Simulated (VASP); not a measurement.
A run of VASP 6.6.1 is set up as follows.

INCAR

```
SYSTEM = CdTe
ALGO = Normal
EDIFF = 1E-6
ENCUT = 520
GGA = PE
ISIF = 2
ISMEAR = -1
LASPH = .True.
LCHARG = .False.
LREAL = .False.
LWAVE = .False.
NBANDS = 16
NELM = 80
PREC = Accurate
SIGMA = 0.05
```

Contents of KPOINTS:

```
k-points
0
Gamma
  5 5 5
  0 0 0
```

The input POSCAR:

```
CdTe
1.0
    0.0000000000      3.2050000000      3.2050000000
    3.2050000000      0.0000000000      3.2050000000
    3.2050000000      3.2050000000      0.0000000000
Te Cd
1 1
Direct
    0.7500000000      0.7500000000      0.7500000000
    0.0000000000      0.0000000000      0.0000000000
```

Potentials or basis: VASP PAW PBE potentials, release 64 (Te, Cd).

The run is started by

```sh
$ cat potpaw_PBE.64/Te/POTCAR potpaw_PBE.64/Cd/POTCAR > POTCAR
$ mpirun -np 1 vasp_std > vasp.out
```

Q: Estimate the band gap on the k mesh.

A: 0.87 eV, direct.

Q: Estimate the pressure.

A: 4.5 GPa.

Caveat: spin-orbit coupling is left out, which moves the levels of the heavy elements. PBE gaps usually lie below the measured ones, often by a third to a half.
